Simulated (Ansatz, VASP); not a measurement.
Ti: VASP beside Ansatz

```
CELL_PARAMETERS angstrom
-1.58250 1.58250 -1.58250
-1.58250 -1.58250 1.58250
0.00000 6.33001 6.33001
ATOMIC_POSITIONS crystal
Ti 0.00000 0.00000 0.00000
Ti 0.50000 0.50000 0.25000
Ti 0.00000 0.00000 0.50000
Ti 0.50000 0.50000 0.75000
```

Alike in both runs: task single point; functional LDA; k mesh 17 × 17 × 5; occupations gaussian, width 0.15 eV; no spin polarisation.

```csv
,VASP,Ansatz
version,VASP 6.6.1,Ansatz 0.2.0
potentials or method,"VASP PAW LDA potentials, release 64 (Ti_sv), cutoff 520 eV","scalar-relativistic, plane waves, PAW"
valence electrons in the cell,48,48
```

Ansatz gave:

```
gap on the k mesh at the Fermi level (eV) : none
pressure (GPa)                            : 0.1
```

Q: What did VASP give for the same quantities?

A: gap on the k mesh at the Fermi level (eV): none; pressure (GPa): -0.2.

Ansatz warns that its potentials were made for another functional, while VASP's fit it. LDA's correlation is that of Perdew and Zunger in VASP and of Perdew and Wang (1992) in Ansatz. A gap of «none» marks a metal or a gap that the smearing closes.
